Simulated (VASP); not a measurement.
KCaCl3, 5 atoms in the cell. It takes space group Pm-3m (No. 221, cubic). Conventional cell: a = 5.321 Å, b = 5.321 Å, c = 5.321 Å, α = 90.00°, β = 90.00°, γ = 90.00°. Within 4.9 Å of K (site symmetry m-3m) lie 12 Cl at 3.76 Å and 8 Ca at 4.61 Å. Ca (site symmetry m-3m) has 6 Cl at 2.66 Å within 3.5 Å. Within 3.5 Å of Cl (site symmetry 4/mmm) lie 2 Ca at 2.66 Å. 

| Property | Result |
| --- | --- |
| Program | VASP 6.6.1 |
| Task | single point |
| Functional | PBEsol |
| Potentials or basis | VASP PAW PBE potentials, release 64 (K_sv, Ca_sv, Cl) |
| Cutoff | 520 eV |
| k mesh | 3 × 3 × 3 |
| Occupations | gaussian, width 0.01 eV |
| Spin | no spin polarisation |
| Dipole correction | no |
| Further INCAR settings | ALGO = Normal; EDIFF = 1e-06; NBANDS = 28 |

Potentials or basis: VASP PAW PBE potentials, release 64 (K_sv, Ca_sv, Cl).

Command:

```bash
$ cat potpaw_PBE.64/K_sv/POTCAR potpaw_PBE.64/Ca_sv/POTCAR potpaw_PBE.64/Cl/POTCAR > POTCAR
$ mpirun -np 1 vasp_std > vasp.out
```

Hardware: 1 thread of Intel Xeon 8259CL, on a shared host.

Q: Estimate the wall time of this run.

A: It took 47 s on 1 thread of Intel Xeon 8259CL, with other jobs on the host, peak memory 0.21 GiB. Counts: scf iterations 13, k points 4.
